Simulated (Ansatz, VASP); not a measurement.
This is a calculation of CdTe for VASP 6.6.1.

The input POSCAR:

```
CdTe
1.0
    0.0000000000      3.2050000000      3.2050000000
    3.2050000000      0.0000000000      3.2050000000
    3.2050000000      3.2050000000      0.0000000000
Te Cd
1 1
Direct
    0.7500000000      0.7500000000      0.7500000000
    0.0000000000      0.0000000000      0.0000000000
```

The input INCAR.step1:

```
PREC = Accurate ; ENCUT = 550
ISMEAR = -1 ; SIGMA = 0.05
LREAL = False ; LASPH = True
NELM = 120 ; GGA = PE
ALGO = Normal ; EDIFF = 1E-5
LWAVE = True ; LCHARG = False
GGA_COMPAT = False ; IBRION = 2
ISIF = 3 ; EDIFFG = -0.005
NELMIN = 4 ; NSW = 100
```

File INCAR.step2:

```
PREC = Accurate ; ENCUT = 550
EDIFF = 1E-7 ; ISMEAR = -1
SIGMA = 0.05 ; LREAL = False
LASPH = True ; NELM = 120
ALGO = Normal ; ISIF = 3
LWAVE = False ; LCHARG = False
METAGGA = R2SCAN ; LMIXTAU = True
IBRION = 2 ; NSW = 60
EDIFFG = -0.01 ; ISTART = 1
GGA_COMPAT = False ; NELMIN = 4
```

File KPOINTS:

```
Automatic mesh
0
Gamma
  7 7 7
```

Potentials or basis: VASP PAW PBE potentials, release 64 (Te, Cd).

The run is started by

```sh
$ cat potpaw_PBE.64/Te/POTCAR potpaw_PBE.64/Cd/POTCAR > POTCAR
$ cp INCAR.step1 INCAR
$ mpirun -np 1 vasp_std > vasp.out
$ cp INCAR.step2 INCAR
$ mpirun -np 1 vasp_std > vasp.out
```

Q: Set up the same calculation for Ansatz 0.2.0. Potentials there: Ansatz PAW.

A: As run (the cutoff follows the program's own potentials):

File input.yaml:

```yaml
crystal:
  lattice:
    - [0.0, 3.205, 3.205]
    - [3.205, 0.0, 3.205]
    - [3.205, 3.205, 0.0]
  atoms:
    - { symbol: Te, position: [0.75, 0.75, 0.75] }
    - { symbol: Cd, position: [0.0, 0.0, 0.0] }
hamiltonian:
  xc: r2scan
  pseudopotentials: { kind: paw }
kpoints:
  mp_grid: { grid: [7, 7, 7] }
scf:
  occupations: { method: fermi_dirac, width: 0.05 }
output:
  forces: true
  stress: true
  eigenvalues: true
relax:
  f_tol: 0.01
  max_steps: 40
  cell: { stress_tol: 0.05 }
```

Potentials or basis: Ansatz PAW.

Launch:

```sh
$ ansatz run input.yaml --threads 1 --pin off --max-ram 3584MiB --backend cpu --events-out ev --progress --plain --runs-dir out
```

Both were run:

|  | VASP | Ansatz | Ansatz less VASP |
| --- | --- | --- | --- |
| gap on the k mesh at the Fermi level, each at its own relaxed structure (eV) | 1.15 | 1.17 | +0.017 |
| relaxed volume (Å³/atom) | 35.33 | 35.22 | -0.104 |
| relaxed cell length with the largest relative difference (Å) | 4.640 | 4.636 | -0.0046 |

VASP's potentials were made for PBE, not for r2SCAN. VASP's potentials hold 18 valence electrons a cell and Ansatz's 36, so a difference there can come from the potentials and not from the codes.

Neither program's run includes spin-orbit coupling. Noted on Ansatz's run: odd divisions of the mesh miss points on the zone boundary, where band edges often lie, so the gap on the mesh can be too wide; the plane-wave basis is chosen anew once the cell has moved, so the energies of steps on either side of that aren't comparable.
